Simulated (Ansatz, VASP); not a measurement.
**NiO: VASP beside Ansatz**

INCAR

```
SYSTEM = NiO
  ALGO = Normal
  EDIFF = 1E-6
  ENCUT = 520
  GGA = PE
  ISIF = 2
  ISMEAR = -1
  ISPIN = 2
  LASPH = .TRUE.
  LCHARG = .TRUE.
  LELF = .TRUE.
  LMAXMIX = 4
  LORBIT = 11
  LREAL = .FALSE.
  LVHAR = .TRUE.
  LWAVE = .FALSE.
  MAGMOM = 1 0
  NBANDS = 19
  NELM = 150
  PREC = Accurate
  SIGMA = 0.05
```

The input KPOINTS:

```
k-points
0
G
  11 11 11
  0 0 0
```

Contents of POSCAR:

```
NiO
1.0
    2.5046153800      0.0000000000      0.0000000000
    0.0000000000      2.5046153800      0.0000000000
    0.0000000000      0.0000000000      2.5046153800
Ni O
1 1
Direct
    0.0131410000      0.0027990000     -0.0037370000
    0.4834500000      0.5023120000      0.5003710000
```

Contents of input.yaml:

```yaml
crystal:
  lattice:
    - [2.50461538, 0.0, 0.0]
    - [0.0, 2.50461538, 0.0]
    - [0.0, 0.0, 2.50461538]
  atoms:
    - { symbol: Ni, position: [0.013141, 0.002799, -0.003737], spin: 1.0 }
    - { symbol: O, position: [0.48345, 0.502312, 0.500371] }
kpoints:
  mp_grid: { grid: [11, 11, 11] }
scf:
  occupations: { method: fermi_dirac, width: 0.05 }
hamiltonian:
  xc: pbe
  pseudopotentials: { kind: all_electron, lapw: { basis_error: 0.001 } }
magnetization:
  spin_polarized: true
output:
  forces: true
  stress: true
  eigenvalues: true
  populations: true
```

Change from the starting cell: atoms moved at random, drawn with an rms of 0.05 Å.

Alike in both runs: task single point; functional PBE; k mesh 11 × 11 × 11; occupations fermi-dirac, width 0.05 eV; collinear spin.

|  | VASP | Ansatz |
| --- | --- | --- |
| version | VASP 6.6.1 | Ansatz 0.2.0 |
| potentials or method | VASP PAW PBE potentials, release 64 (Ni, O), cutoff 520 eV | all-electron LAPW, scalar-relativistic |

Ansatz gave:

```
gap on the k mesh at the Fermi level (eV)                     : none
pressure (GPa)                                                : 24.5
traceless stress, the component that is largest in VASP (GPa) : -0.08
rms of the force components (eV/Å)                            : 0.048
net moment per atom (μB)                                      : 0.00
size of the moment on the site where the two differ most (μB) : 0.00
```

Task: Estimate VASP's values.

Result: gap on the k mesh at the Fermi level (eV): none; pressure (GPa): 25.5; traceless stress, the component that is largest in VASP (GPa): -0.20; rms of the force components (eV/Å): 0.058; net moment per atom (μB): 0.35; size of the moment on the site where the two differ most (μB): 0.54.

The net moments are unlike, so the other rows may belong to different states. Site moments also hang on the region over which each program counts them. Atom by atom the forces differ by 0.010 eV/Å (rms over components). A gap of «none» marks a metal or a gap that the smearing closes. Ansatz ran all-electron here, and VASP with PAW potentials.
